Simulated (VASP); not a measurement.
Wanted: the native input for a VASP 6.6.1 run.

| Quantity | Value |
| --- | --- |
| Task | single point |
| Functional | PBE |
| Potentials or basis | VASP PAW PBE potentials, release 64 (Sn_d, Te) |
| Cutoff | 520 eV |
| k mesh | 4 × 4 × 4 |
| Occupations | gaussian, width 0.1 eV |
| Spin | no spin polarisation |
| Dipole correction | no |
| Further INCAR settings | ALGO = Normal; EDIFF = 1e-06; NBANDS = 24 |

The structure of SnTe3 lies in POSCAR:

```
SnTe3
1.0
    4.9028237781      0.0000000000      0.0000000000
    0.0000000000      4.9028237781      0.0000000000
    0.0000000000      0.0000000000      4.9028237781
Sn Te
1 3
Direct
    0.0000000000      0.0000000000      0.0000000000
    0.0000000000      0.5000000000      0.5000000000
    0.5000000000      0.0000000000      0.5000000000
    0.5000000000      0.5000000000      0.0000000000
```

One way to write it, as run:

INCAR

```
SYSTEM = SnTe3
PREC = Accurate ; ENCUT = 520
EDIFF = 1E-6 ; ISMEAR = 0
SIGMA = 0.1 ; LREAL = .FALSE.
LASPH = .TRUE. ; NELM = 100
ALGO = Normal ; ISIF = 2
LWAVE = .FALSE. ; LCHARG = .TRUE.
GGA = PE ; LELF = .TRUE.
LVHAR = .TRUE. ; NBANDS = 24
```

KPOINTS

```
regular mesh
0
G
  4 4 4
  0 0 0
```

Potentials or basis: VASP PAW PBE potentials, release 64 (Sn_d, Te).

Launch:

```console
$ cat potpaw_PBE.64/Sn_d/POTCAR potpaw_PBE.64/Te/POTCAR > POTCAR
$ mpirun -np 1 vasp_std > vasp.out
```

Results of the run:

| Item | Value |
| --- | --- |
| Pressure | -0.1 GPa |
| Band gap on the k mesh | zero (band 16 reaches 8.96 eV, above the bottom of band 17 at 7.10 eV) |

Caveat: spin-orbit coupling is left out, which moves the levels of the heavy elements.

It used 24 s of CPU time on 1 thread of Intel Xeon 6975P-C, with other jobs on the host.
